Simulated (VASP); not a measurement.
# Li (R-3m) in VASP: a series of runs, part 2 of 2

VASP 6.6.1.

## 3. Density of states, PBE

POSCAR

```
Li
1.0
    1.5504989657      0.8951809952      7.5883000000
   -1.5504989657      0.8951809952      7.5883000000
    0.0000000000     -1.7903619905      7.5883000000
Li
3
Direct
    0.0000000000      0.0000000000      0.0000000000
    0.2220000000      0.2220000000      0.2220000000
    0.7780000000      0.7780000000      0.7780000000
```

INCAR.step1

```
  PREC = Accurate
  ENCUT = 520
  EDIFF = 1E-6
  ISMEAR = -1
  SIGMA = 0.08
  LREAL = F
  LASPH = T
  NELM = 80
  ALGO = Normal
  ISIF = 2
  LWAVE = F
  LCHARG = T
  GGA = PE
  NBANDS = 12
```

KPOINTS.step1

```
regular mesh
0
Gamma
  12 12 12
```

INCAR.step2

```
  PREC = Accurate
  ENCUT = 520
  EDIFF = 1E-6
  ISMEAR = -5
  SIGMA = 0.08
  LREAL = F
  LASPH = T
  NELM = 80
  ALGO = Normal
  ISIF = 2
  LWAVE = F
  LCHARG = F
  GGA = PE
  LORBIT = 11
  NEDOS = 2001
  ICHARG = 11
```

KPOINTS.step2

```
regular mesh
0
Gamma
  18 18 18
```

Potentials or basis: VASP PAW PBE potentials, release 64 (Li_sv).

Command:

```console
$ cat potpaw_PBE.64/Li_sv/POTCAR > POTCAR
$ cp INCAR.step1 INCAR
$ cp KPOINTS.step1 KPOINTS
$ mpirun -np 1 vasp_std > vasp.out
$ cp INCAR.step2 INCAR
$ cp KPOINTS.step2 KPOINTS
$ mpirun -np 1 vasp_std > vasp.out
```

OUTCAR:

```text
PREC = Accurate
   ENCUT = 520
   EDIFF = 1E-6
   ISMEAR = -5
   LREAL = F
   LASPH = T
   NELM = 80
   ISIF = 2
   GGA = PE
   LORBIT = 11
   ICHARG = 11

 ion  position               nearest neighbor table
   1  0.000  0.000  0.000-
   2  0.222  0.222  0.222-
   3  0.778  0.778  0.778-

  LATTYP: Found a trigonal (rhomboedric) cell.
 ALAT       =     7.7966462628
 COS(alpha) =     0.9209034946

  Lattice vectors:

 A1 = (   1.5504989657,   0.8951809952,   7.5883000000)
 A2 = (  -1.5504989657,   0.8951809952,   7.5883000000)
 A3 = (   0.0000000000,  -1.7903619905,   7.5883000000)

Analysis of symmetry for initial positions (statically):
=====================================================================
 Subroutine PRICEL returns:
 Original cell was already a primitive cell.

 Routine SETGRP: Setting up the symmetry group for a
 trigonal (rhombohedral) supercell.

 Subroutine GETGRP returns: Found 12 space group operations
 (whereof 12 operations were pure point group operations)
 out of a pool of 12 trial point group operations.

The static configuration has the point symmetry D_3d.

Analysis of symmetry for dynamics (positions and initial velocities):
=====================================================================
 Subroutine PRICEL returns:
 Original cell was already a primitive cell.

 Routine SETGRP: Setting up the symmetry group for a
 trigonal (rhombohedral) supercell.

 Subroutine GETGRP returns: Found 12 space group operations
 (whereof 12 operations were pure point group operations)
 out of a pool of 12 trial point group operations.

The dynamic configuration has the point symmetry D_3d.

 Subroutine INISYM returns: Found 12 space group operations
 (whereof 12 operations are pure point group operations),
 and found     1 'primitive' translations

[... 121 lines left out ...]
  Thomas-Fermi vector in A             =   1.971600
   LORBIT       =     11    0 simple, 1 ext, 2 COOP (PROOUT), +10 PAW based schemes
   GGA     = PE    functional components
   LHFCALC =     F    Hartree Fock is set to
   AEXX    =    0.0000 exact exchange contribution
   IVDW    =     0    specifies the selected vdW correction
   LEPSILON=     F    determine dielectric tensor
   LRPA    =     F    only Hartree local field effects (RPA)
 non-spin polarized calculation
 Fermi weights with tetrahedron method with Bloechl corrections
  energy-cutoff  :      520.00
  volume of cell :       63.19
 maximum number of plane-waves:      1723
 NGX is ok and might be reduce to    60

 number of electron       9.0000011 magnetization

 Free energy of the ion-electron system (eV)
  ---------------------------------------------------
  ext. energy  EPLUGINS =         0.00000000
  ---------------------------------------------------
  free energy    TOTEN  =        -5.71521073 eV

  energy without entropy =       -5.71521073  energy(sigma->0) =       -5.71521073

 E-fermi :   0.5133     XC(G=0):  -6.9512

 val. band max:        0.5349917743   @ k =  -0.2778   0.2778   0.2222
 cond. band min:       0.5108084020   @ k =   0.3889   0.3889   0.2778
 fundamental gap:     -0.0241833723
 Fermi energy:         0.5132519937

 k-point     1 :       0.0000    0.0000    0.0000
  band No.  band energies     occupation
      1     -46.0769      2.00000
      2     -46.0650      2.00000
      3     -46.0603      2.00000
      4      -2.9907      2.00000
      5      -1.0560      2.00000
      6      -1.0553      2.00000
      7       6.0442      0.00000
      8       6.0702      0.00000
[... 243 lines left out ...]
 k-point    24 :      -0.2222    0.0556   -0.0000
  band No.  band energies     occupation
      1     -46.0703      2.00000
      2     -46.0602      2.00000
      3     -46.0561      2.00000
      4      -1.9683      2.00000
      5      -0.2066      2.00000
      6       0.2266      2.10343
      7       5.8253      0.00000
      8       6.8459      0.00000

 [... further k-points ...]
[... 5 lines left out ...]
  --------------------------------------------------------------------------------------
  -------------------------------------------------------------------------------------
  Total       -0.2153148     -0.2153148     -0.2738982     -0.0000000      0.0000000     -0.0000000
  in kB       -5.4589151     -5.4589151     -6.9441920     -0.0000000      0.0000000     -0.0000000
  external PRESSURE =      -5.9540074 kB  Pullay stress =       0.0000000 kB

 VOLUME and BASIS-vectors are now :
 -----------------------------------------------------------------------------
  energy-cutoff  :      520.00
  volume of cell :       63.19
      direct lattice vectors                 reciprocal lattice vectors
     1.550498966  0.895180995  7.588300000     0.322476836  0.186182088  0.043927274
    -1.550498966  0.895180995  7.588300000    -0.322476836  0.186182088  0.043927274
     0.000000000 -1.790361990  7.588300000     0.000000000 -0.372364176  0.043927274

 POSITION                                       TOTAL-FORCE (eV/Angst)
 -----------------------------------------------------------------------------------
      0.00000      0.00000      0.00000        -0.000000      0.000000     -0.000000
      0.00000     -0.00000      5.05381         0.000000     -0.000000      0.010372
      0.00000     -0.00000     17.71109         0.000000      0.000000     -0.010372
 -----------------------------------------------------------------------------------
    total drift:                               -0.000000     -0.000000      0.000000

  FREE ENERGIE OF THE ION-ELECTRON SYSTEM (eV)
  ---------------------------------------------------
  free  energy   TOTEN  =        -5.7152107328 eV

  energy  without entropy=       -5.7152107328  energy(sigma->0) =       -5.71521073

 total charge

# of ion       s       p       d       tot
------------------------------------------
    1        2.031   0.039   0.000   2.070
    2        2.032   0.039   0.000   2.071
    3        2.032   0.039   0.000   2.071
--------------------------------------------------
tot          6.094   0.117   0.000   6.212
```

OUTCAR.step1:

```text
PREC = Accurate
   ENCUT = 520
   EDIFF = 1E-6
   ISMEAR = -1
   LREAL = F
   LASPH = T
[... 585 lines left out ...]
      0.00000      0.00000      0.00000         0.000000     -0.000000      0.000000
      0.00000     -0.00000      5.05381         0.000000     -0.000000      0.009370
      0.00000     -0.00000     17.71109         0.000000      0.000000     -0.009370
 -----------------------------------------------------------------------------------
    total drift:                               -0.000000     -0.000000      0.000000

  FREE ENERGIE OF THE ION-ELECTRON SYSTEM (eV)
  ---------------------------------------------------
  free  energy   TOTEN  =        -5.7332674300 eV

  energy  without entropy=       -5.7036404810  energy(sigma->0) =       -5.71845396
```

OSZICAR.step1:

```text
N       E                     dE             d eps       ncg     rms          rms(c)
DAV:   1     0.259991889559E+02    0.25999E+02   -0.35428E+03  4536   0.650E+02
DAV:   2     0.206936670108E+00   -0.25792E+02   -0.25062E+02  5480   0.150E+02
DAV:   3    -0.564136490170E+01   -0.58483E+01   -0.57963E+01  8744   0.383E+01
DAV:   4    -0.573632768166E+01   -0.94963E-01   -0.94896E-01  6036   0.829E+00
DAV:   5    -0.573858741275E+01   -0.22597E-02   -0.22596E-02  7120   0.980E-01    0.418E-01
DAV:   6    -0.573507868817E+01    0.35087E-02   -0.14702E-03  8036   0.180E-01    0.237E-01
DAV:   7    -0.573327623166E+01    0.18025E-02   -0.16163E-03  8824   0.195E-01    0.384E-02
DAV:   8    -0.573326942005E+01    0.68116E-05   -0.97079E-05  6712   0.769E-02    0.231E-02
DAV:   9    -0.573326778260E+01    0.16374E-05   -0.15293E-05  7332   0.201E-02    0.139E-03
DAV:  10    -0.573326742996E+01    0.35264E-06   -0.76727E-08  4284   0.230E-03
   1 F= -.57332674E+01 E0= -.57184540E+01  d E =-.296269E-01
```

Run time: 19 min. Hardware: 1 thread of Intel Xeon 6975P-C, shared host; peak memory 0.58 GiB.

Results:

| Property | Result |
| --- | --- |
| Valence electrons inside the program's atomic spheres | Li 2.07 |

Levels at points of the mesh, in eV from the Fermi level:
```
           k point  band 1  band 2  band 3  band 4  band 5  band 6  band 7  band 8
(0.00, 0.00, 0.00)  -46.59  -46.58  -46.57   -3.50   -1.57   -1.57    5.53    5.56
(0.50, 0.00, 0.00)  -46.58  -46.57  -46.57   -0.05    0.81    1.03    3.62    3.75
(0.50, 0.50, 0.00)  -46.58  -46.57  -46.57    0.24    0.33    1.14    3.11    4.31
(0.50, 0.50, 0.50)  -46.59  -46.58  -46.57   -3.02   -3.01    0.01    2.81   10.24
```

Caveat: the cutoff is under 1.25 times the usual one of these potentials, so pressure, stress and relaxed cells hold a basis-set (Pulay) error; tetrahedron occupations give inexact forces and stress in metals.
